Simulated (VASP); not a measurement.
# CdSe (P6_3mc) in VASP: a series of runs

CdSe is run at these levels: r2SCAN; tasks: single point.

Program: VASP 6.6.1. These are calculated values, not measurements. Logs are shortened: lines on timing, memory, paths and dates and some standing lists are left out, and cuts for length are marked.

### Step 1. The cell of the first run

Symmetry: P6_3mc, No. 186, hexagonal system. The conventional cell has a = 4.076 Å, b = 4.076 Å, c = 6.740 Å, α = 90.00°, β = 90.00°, γ = 120.00°. Cd (site symmetry 3m) has 4 Se at 2.50 to 2.51 Å within 3.3 Å. Se (site symmetry 3m) has 4 Cd at 2.50 to 2.51 Å within 3.3 Å.

### Step 2. Single point, r2SCAN (24.24 Å³/atom)

File POSCAR:

```
CdSe
1.0
    4.0761101918      0.0000000000      0.0000000000
   -2.0380550959      3.5300149747      0.0000000000
    0.0000000000      0.0000000000      6.7397988701
Cd Se
2 2
Direct
    0.3333333333      0.6666666667      0.0066935068
    0.6666666667      0.3333333333      0.5066935068
    0.3333333333      0.6666666667      0.3783064932
    0.6666666667      0.3333333333      0.8783064932
```

File INCAR.step1:

```
ALGO = Normal ; EDIFF = 1E-4
ENCUT = 520 ; GGA = PE
ISMEAR = 0 ; LASPH = True
LCHARG = False ; LREAL = False
LWAVE = True ; NBANDS = 26
NELM = 80 ; PREC = Accurate
SIGMA = 0.05
```

File INCAR.step2:

```
ALGO = Normal ; EDIFF = 1E-6
ENCUT = 520 ; ISIF = 2
ISMEAR = 0 ; ISTART = 1
LASPH = True ; LCHARG = False
LMIXTAU = True ; LREAL = False
LWAVE = False ; METAGGA = R2SCAN
NBANDS = 26 ; NELM = 80
PREC = Accurate ; SIGMA = 0.05
```

File KPOINTS:

```
k-points
0
Gamma
  10 10 6
```

Potentials or basis: VASP PAW PBE potentials, release 64 (Cd, Se).

Launch:

```console
$ cat potpaw_PBE.64/Cd/POTCAR potpaw_PBE.64/Se/POTCAR > POTCAR
$ cp INCAR.step1 INCAR
$ mpirun -np 1 vasp_std > vasp.out
$ cp INCAR.step2 INCAR
$ mpirun -np 1 vasp_std > vasp.out
```

OUTCAR:

```text
EDIFF = 1E-6
   ENCUT = 520
   ISIF = 2
   ISMEAR = 0
   ISTART = 1
   LASPH = True
   LREAL = False
   METAGGA = R2SCAN
   NELM = 80
   PREC = Accurate

 ion  position               nearest neighbor table
   1  0.333  0.667  0.007-   3 2.50   4 2.51   4 2.51   4 2.51
   2  0.667  0.333  0.507-   4 2.50   3 2.51   3 2.51   3 2.51
   3  0.333  0.667  0.378-   1 2.50   2 2.51   2 2.51   2 2.51
   4  0.667  0.333  0.878-   2 2.50   1 2.51   1 2.51   1 2.51

  LATTYP: Found a hexagonal cell.
 ALAT       =     4.0761101918
 C/A-ratio  =     1.6534878973

  Lattice vectors:

 A1 = (   4.0761101918,   0.0000000000,   0.0000000000)
 A2 = (  -2.0380550959,   3.5300149747,   0.0000000000)
 A3 = (   0.0000000000,   0.0000000000,   6.7397988701)

Analysis of symmetry for initial positions (statically):
=====================================================================
 Subroutine PRICEL returns:
 Original cell was already a primitive cell.

 Routine SETGRP: Setting up the symmetry group for a
 hexagonal supercell.

 Subroutine GETGRP returns: Found 12 space group operations
 (whereof  6 operations were pure point group operations)
 out of a pool of 24 trial point group operations.

The static configuration has the point symmetry C_3v.
 The point group associated with its full space group is C_6v.

Analysis of symmetry for dynamics (positions and initial velocities):
=====================================================================
 Subroutine PRICEL returns:
 Original cell was already a primitive cell.

 Routine SETGRP: Setting up the symmetry group for a
 hexagonal supercell.

 Subroutine GETGRP returns: Found 12 space group operations
 (whereof  6 operations were pure point group operations)
 out of a pool of 24 trial point group operations.

The dynamic configuration has the point symmetry C_3v.
 The point group associated with its full space group is C_6v.

 Subroutine INISYM returns: Found 12 space group operations
 (whereof  6 operations are pure point group operations),
 and found     1 'primitive' translations

----------------------------------------------------------------------------------------

                                     Primitive cell

  volume of cell :      96.9771

  direct lattice vectors                    reciprocal lattice vectors
     4.076110192  0.000000000  0.000000000     0.245331935  0.141642459  0.000000000
    -2.038055096  3.530014975  0.000000000     0.000000000  0.283284917  0.000000000
     0.000000000  0.000000000  6.739798870     0.000000000  0.000000000  0.148372380

  length of vectors
     4.076110192  4.076110192  6.739798870     0.283284917  0.283284917  0.148372380

  position of ions in fractional coordinates (direct lattice)
     0.333333333  0.666666667  0.006693507
     0.666666667  0.333333333  0.506693507
     0.333333333  0.666666667  0.378306493
     0.666666667  0.333333333  0.878306493

  ion indices of the primitive-cell ions
   primitive index   ion index
                 1           1
                 2           2
                 3           3
                 4           4

----------------------------------------------------------------------------------------

 KPOINTS: k-points

Automatic generation of k-mesh.
 Grid dimensions read from file:
 generate k-points for:   10   10    6

 Generating k-lattice:

  Cartesian coordinates                     Fractional coordinates (reciprocal lattice)
     0.024533193  0.014164246  0.000000000     0.100000000  0.000000000  0.000000000
     0.000000000  0.028328492  0.000000000     0.000000000  0.100000000  0.000000000
     0.000000000  0.000000000  0.024728730     0.000000000  0.000000000  0.166666667

  Length of vectors
     0.028328492  0.028328492  0.024728730

  Shift w.r.t. Gamma in fractional coordinates (k-lattice)
     0.000000000  0.000000000  0.000000000

 Subroutine IBZKPT returns following result:
 ===========================================

 Found     56 irreducible k-points:

 Following reciprocal coordinates:
            Coordinates               Weight
  0.000000  0.000000  0.000000      1.000000
  0.100000  0.000000  0.000000      6.000000
  0.200000  0.000000  0.000000      6.000000
  0.300000  0.000000  0.000000      6.000000
  0.400000  0.000000  0.000000      6.000000
  0.500000  0.000000  0.000000      3.000000
[... 16 lines left out ...]
  0.300000  0.100000  0.166667     24.000000
  0.400000  0.100000  0.166667     24.000000
 [... further k-points ...]
   k-points           NKPTS =     56   k-points in BZ     NKDIM =     56   number of bands    NBANDS=     26
   number of dos      NEDOS =    301   number of ions     NIONS =      4
   total plane-waves  NPLWV =  45000
   dimension x,y,z NGX =    30 NGY =   30 NGZ =   50
   dimension x,y,z NGXF=    60 NGYF=   60 NGZF=  100
   ions per type =               2   2
   NGX,Y,Z   is equivalent  to a cutoff of  12.24, 12.24, 12.33 a.u.
   NGXF,Y,Z  is equivalent  to a cutoff of  24.47, 24.47, 24.67 a.u.
 SYSTEM =  unknown system
   PREC   = accura    normal or accurate (medium, high low for compatibility)
   ISTART =      1    job   : 0-new  1-cont  2-samecut
   ICHARG =      0    charge: 1-file 2-atom 10-const
   ISPIN  =      1    spin polarized calculation?
   LNONCOLLINEAR =      F non collinear calculations
   LSORBIT =      F    spin-orbit coupling
   LASPH  =      T    aspherical Exc in radial PAW
   ENCUT  =  520.0 eV  38.22 Ry    6.18 a.u.   7.58  7.58 12.53*2*pi/ulx,y,z
   NELM   =     80;   NELMIN=  2; NELMDL=  0     # of ELM steps
   EDIFF  = 0.1E-05   stopping-criterion for ELM
   LREAL  =      F    real-space projection
   EDIFFG = 0.1E-04   stopping-criterion for IOM
   NSW    =      0    number of steps for IOM
   IBRION =     -1    ionic relax: 0-MD 1-quasi-New 2-CG
   NFREE  =      0    steps in history (QN), initial steepest desc. (CG)
   ISIF   =      2    stress and relaxation
   ISYM   =      2    0-nonsym 1-usesym 2-fastsym
   POTIM  = 0.5000    time-step for ionic-motion
   TEBEG  =    0.0;   TEEND  =   0.0 temperature during run
   PSTRESS=    0.0 pullay stress
   NELECT =      36.0000    total number of electrons
   NUPDOWN=      -1.0000    fix difference up-down
   EMIN   =  10.00;   EMAX   =-10.00  energy-range for DOS
   EFERMI =   0.00;   METHOD = LEGACY
   ISMEAR =     0;   SIGMA  =   0.05  broadening in eV -4-tet -1-fermi 0-gaus
   EFERMI_NEDOS =   21; number of points for ismear=-14 and -15
   IALGO  =     38    algorithm
   IMIX   =      4    mixing-type and parameters
     AMIX     =   0.40;   BMIX     =  1.00
     AMIX_MAG =   1.60;   BMIX_MAG =  1.00
  volume/ion in A,a.u.               =      24.24       163.61
  Fermi-wavevector in a.u.,A,eV,Ry     =   1.176574  2.223402 18.834900  1.384326
  Thomas-Fermi vector in A             =   2.312935
   LORBIT       =      0    0 simple, 1 ext, 2 COOP (PROOUT), +10 PAW based schemes
   METAGGA = R2SCAN    functional components
   LHFCALC =     F    Hartree Fock is set to
   AEXX    =    0.0000 exact exchange contribution
   IVDW    =     0    specifies the selected vdW correction
   LEPSILON=     F    determine dielectric tensor
   LRPA    =     F    only Hartree local field effects (RPA)
 non-spin polarized calculation
 Gauss-broadening in eV      SIGMA  =   0.05
  energy-cutoff  :      520.00
  volume of cell :       96.98
 maximum number of plane-waves:      2641
   NGX = 15   NGY = 15   NGZ = 25

 number of electron      36.0000012 magnetization

 Free energy of the ion-electron system (eV)
  ---------------------------------------------------
  ext. energy  EPLUGINS =         0.00000000
  ---------------------------------------------------
  free energy    TOTEN  =       -71.13558003 eV

  energy without entropy =      -71.13558003  energy(sigma->0) =      -71.13558003

 E-fermi :   2.2575     XC(G=0): -10.1616

 val. band max:        1.9930003339   @ k =   0.0000   0.0000   0.0000
 cond. band min:       3.4599969755   @ k =   0.0000   0.0000   0.0000
 fundamental gap:      1.4669966416
 Fermi energy:         2.2575499394

 k-point     1 :       0.0000    0.0000    0.0000
  band No.  band energies     occupation
      1     -12.0613      2.00000
      2     -11.5332      2.00000
      3      -6.8483      2.00000
      4      -6.8138      2.00000
      5      -6.8138      2.00000
      6      -6.7010      2.00000
[... 18 lines left out ...]
     25       9.7115      0.00000
     26      10.5928      0.00000

 k-point     2 :       0.1000    0.0000    0.0000
  band No.  band energies     occupation
      1     -12.0169      2.00000
      2     -11.5123      2.00000
      3      -6.8309      2.00000
      4      -6.7969      2.00000
      5      -6.7888      2.00000
      6      -6.6819      2.00000
[... 18 lines left out ...]
     25      10.0081      0.00000
     26      10.2832      0.00000

 k-point     3 :       0.2000    0.0000    0.0000
  band No.  band energies     occupation
      1     -11.8968      2.00000
      2     -11.4601      2.00000
      3      -6.7880      2.00000
      4      -6.7564      2.00000
      5      -6.7096      2.00000
      6      -6.6185      2.00000
[... 18 lines left out ...]
     25       9.8734      0.00000
     26      10.7012      0.00000

 k-point     4 :       0.3000    0.0000    0.0000
  band No.  band energies     occupation
      1     -11.7383      2.00000
      2     -11.4029      2.00000
      3      -6.7439      2.00000
      4      -6.7155      2.00000
      5      -6.6032      2.00000
      6      -6.5336      2.00000
[... 18 lines left out ...]
     25      10.4378      0.00000
     26      11.0663      0.00000
[... 496 lines left out ...]
      1     -11.7684      2.00000
      2     -11.4445      2.00000
      3      -6.7427      2.00000
      4      -6.7263      2.00000
      5      -6.6271      2.00000
      6      -6.5891      2.00000
[... 18 lines left out ...]
     25      10.4756      0.00000
     26      10.6815      0.00000

 k-point    23 :       0.3000    0.1000    0.1667
  band No.  band energies     occupation
      1     -11.6224      2.00000
      2     -11.3931      2.00000
      3      -6.7126      2.00000
      4      -6.6933      2.00000
      5      -6.5541      2.00000
      6      -6.5117      2.00000
[... 18 lines left out ...]
     25      10.4673      0.00000
     26      11.2732      0.00000

 k-point    24 :       0.4000    0.1000    0.1667
  band No.  band energies     occupation
      1     -11.5194      2.00000
      2     -11.3735      2.00000
      3      -6.7046      2.00000
      4      -6.6717      2.00000
      5      -6.5076      2.00000
      6      -6.4687      2.00000
[... 18 lines left out ...]
     25      10.9633      0.00000
     26      12.3410      0.00000

 [... further k-points ...]

------------------------ aborting loop because EDIFF is reached ----------------------------------------

  FORCE on cell =-STRESS in cart. coord.  units (eV):
  Direction    XX          YY          ZZ          XY          YZ          ZX
  --------------------------------------------------------------------------------------
  -------------------------------------------------------------------------------------
  Total        8.3779418      8.3779418      8.3779406      0.0000000     -0.0000000      0.0000000
  in kB      138.4135220    138.4135220    138.4135025      0.0000000     -0.0000000      0.0000000
  external PRESSURE =     138.4135155 kB  Pullay stress =       0.0000000 kB

 VOLUME and BASIS-vectors are now :
 -----------------------------------------------------------------------------
  energy-cutoff  :      520.00
  volume of cell :       96.98
      direct lattice vectors                 reciprocal lattice vectors
     4.076110192  0.000000000  0.000000000     0.245331935  0.141642459  0.000000000
    -2.038055096  3.530014975  0.000000000     0.000000000  0.283284917  0.000000000
     0.000000000  0.000000000  6.739798870     0.000000000  0.000000000  0.148372380

 POSITION                                       TOTAL-FORCE (eV/Angst)
 -----------------------------------------------------------------------------------
     -0.00000      2.35334      0.04511        -0.000000      0.000000      0.004397
      2.03806      1.17667      3.41501         0.000000     -0.000000      0.004397
     -0.00000      2.35334      2.54971        -0.000000      0.000000     -0.004397
      2.03806      1.17667      5.91961        -0.000000      0.000000     -0.004397
 -----------------------------------------------------------------------------------
    total drift:                               -0.000000      0.000000      0.001350

  FREE ENERGIE OF THE ION-ELECTRON SYSTEM (eV)
  ---------------------------------------------------
  free  energy   TOTEN  =       -71.1355800255 eV

  energy  without entropy=      -71.1355800255  energy(sigma->0) =      -71.13558003
```

Run time: 3.1 min. Hardware: 1 thread of Intel Xeon 6975P-C (Granite Rapids), shared host; peak memory 0.29 GiB.

Results:

| Quantity | Value |
| --- | --- |
| Free energy | -71.1356 eV |
| Pressure | 13.8 GPa |
| Largest force | 0.004 eV/Å |
| Band gap on the k mesh | 1.47 eV |

Forces in eV/Å, atoms in the order of the input:
```
Cd   0.000  0.000  0.004
Cd   0.000  0.000  0.004
Se   0.000  0.000 -0.004
Se   0.000  0.000 -0.004
```

Levels at points of the mesh, in eV from the valence-band top:
```tsv
k point	band 14	band 15	band 16	band 17	band 18	band 19	band 20	band 21	band 22	band 23
(0.00, 0.00, 0.00)	-1.01	-1.01	-0.14	0.00	0.00	1.47	2.93	6.38	6.38	6.50
(0.50, 0.00, 0.00)	-4.36	-3.50	-2.46	-1.85	-1.00	3.67	3.92	4.91	6.85	7.09
(0.00, 0.00, 0.50)	-3.15	-0.53	-0.53	-0.53	-0.53	3.15	3.15	6.50	6.50	6.81
(0.50, 0.00, 0.50)	-5.12	-1.87	-1.87	-1.78	-1.78	3.28	3.28	5.26	5.26	8.65
```

Caveat: the cell stands under pressure; the PAW data sets were made with another functional, which shifts forces and pressure a little. r2SCAN opens gaps a little over a GGA but as a rule still falls short of measured ones.

### Step 3. Single point, r2SCAN (25.40 Å³/atom)

This run uses another cell than the first one, of 25.40 Å³/atom.

File POSCAR:

```
CdSe
1.0
    4.1517886329      0.0000000000      0.0000000000
   -2.0758943164      3.5955544272      0.0000000000
    0.0000000000      0.0000000000      6.8056824863
Cd Se
2 2
Direct
    0.3333333333      0.6666666667      0.0054775995
    0.6666666667      0.3333333333      0.5054775995
    0.3333333333      0.6666666667      0.3795224005
    0.6666666667      0.3333333333      0.8795224005
```

File INCAR.step1:

```
SYSTEM = CdSe
PREC = Accurate ; ENCUT = 520
ISMEAR = 0 ; SIGMA = 0.05
LREAL = .FALSE. ; LASPH = .TRUE.
NELM = 60 ; NBANDS = 26
GGA = PE ; ALGO = Normal
EDIFF = 1E-4 ; LWAVE = .TRUE.
LCHARG = .FALSE.
```

File INCAR.step2:

```
SYSTEM = CdSe
PREC = Accurate ; ENCUT = 520
EDIFF = 1E-6 ; ISMEAR = 0
SIGMA = 0.05 ; LREAL = .FALSE.
LASPH = .TRUE. ; NELM = 60
ALGO = Normal ; ISIF = 2
LWAVE = .FALSE. ; LCHARG = .FALSE.
METAGGA = R2SCAN ; LMIXTAU = .TRUE.
NBANDS = 26 ; ISTART = 1
```

File KPOINTS:

```
regular mesh
0
G
  10 10 6
  0 0 0
```

Potentials or basis: VASP PAW PBE potentials, release 64 (Cd, Se).

Launch:

```console
$ cat potpaw_PBE.64/Cd/POTCAR potpaw_PBE.64/Se/POTCAR > POTCAR
$ cp INCAR.step1 INCAR
$ mpirun -np 1 vasp_std > vasp.out
$ cp INCAR.step2 INCAR
$ mpirun -np 1 vasp_std > vasp.out
```

Run time: 2.9 min. Hardware: 1 thread of Intel Xeon 6975P-C (Granite Rapids), shared host; peak memory 0.32 GiB.

Results (log left out):

```
Free energy            : -71.4657 eV
Pressure               : 9.2 GPa
Largest force          : 0.006 eV/Å
Band gap on the k mesh : 1.39 eV
```

Forces on the atoms (eV/Å):
```
Cd   0.000  0.000 -0.006
Cd   0.000  0.000 -0.006
Se   0.000  0.000  0.006
Se   0.000  0.000  0.006
```

Stress tensor (GPa, compression positive):
```
9.20 0.00 0.00
0.00 9.20 0.00
0.00 0.00 9.30
```

Levels at points of the mesh, in eV from the valence-band top:
```tsv
k point	band 15	band 16	band 17	band 18	band 19	band 20	band 21	band 22
(0.00, 0.00, 0.00)	-0.93	-0.09	0.00	0.00	1.39	2.82	6.37	6.37
(0.50, 0.00, 0.00)	-3.22	-2.27	-1.67	-0.92	3.68	3.87	5.00	6.91
(0.00, 0.00, 0.50)	-0.49	-0.49	-0.49	-0.49	3.05	3.05	6.46	6.46
(0.50, 0.00, 0.50)	-1.68	-1.68	-1.65	-1.65	3.34	3.34	5.28	5.28
```

Caveat: the cell stands under pressure; the PAW data sets were made with another functional, which shifts forces and pressure a little.
